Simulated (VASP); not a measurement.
Set up this calculation in VASP 6.6.1, as the native input.

- Task: single point
- Functional: PBEsol
- Potentials or basis: VASP PAW PBE potentials, release 64 (Cu)
- Cutoff: 520 eV
- k mesh: 12 × 12 × 1
- Occupations: fermi-dirac, width 0.1 eV
- Spin: no spin polarisation
- Dipole correction: no
- Further INCAR settings: ALGO = Normal; EDIFF = 1e-06; NBANDS = 42

The structure of Cu lies in POSCAR:

```
Cu
1.0
    2.5036580000      0.0000000000      0.0000000000
   -1.2518290000      2.1682320000      0.0000000000
    0.0000000000      0.0000000000     24.5755890000
Cu
6
Direct
    0.0000000000      0.0000000000      0.3737640000
    0.6666666667      0.3333333333      0.2896140000
    0.3533041121      0.6666666667      0.4579910000
    0.0000000000      0.0000000000      0.6262360000
    0.6666666667      0.3333333333      0.5420090000
    0.3333333333      0.6666666667      0.7103860000
```

These files were run (other wordings do the same):

INCAR

```
SYSTEM = Cu
ALGO     = Normal         ! electronic algorithm
EDIFF    = 1E-6           ! SCF threshold, eV
ENCUT    = 520            ! plane-wave cutoff, eV
GGA      = PS             ! functional
ISIF     = 2              ! what is computed and relaxed
ISMEAR   = -1             ! smearing method
LASPH    = .True.         ! aspherical terms in the spheres
LCHARG   = .False.        ! write CHGCAR
LREAL    = .False.        ! projectors in reciprocal space
LWAVE    = .False.        ! write WAVECAR
NBANDS   = 42             ! bands
NELM     = 60             ! most SCF steps
PREC     = Accurate       ! precision mode
SIGMA    = 0.1            ! smearing width, eV
```

KPOINTS

```
k-points
0
Gamma
  12 12 1
  0 0 0
```

Potentials or basis: VASP PAW PBE potentials, release 64 (Cu).

The run is started by

```bash
$ cat potpaw_PBE.64/Cu/POTCAR > POTCAR
$ mpirun -np 1 vasp_std > vasp.out
```

Results of the run:

```
Largest force          : 0.090 eV/Å
Band gap on the k mesh : zero (bands 33 and 34 overlap by 5.24 eV)
```

Caveat: the PAW data sets were made with another functional, which shifts forces and pressure a little.

Run time: 6 min on 1 thread of Intel(R) Xeon(R) 6975P-C (Granite Rapids) (shared host), peak memory 0.44 GiB.
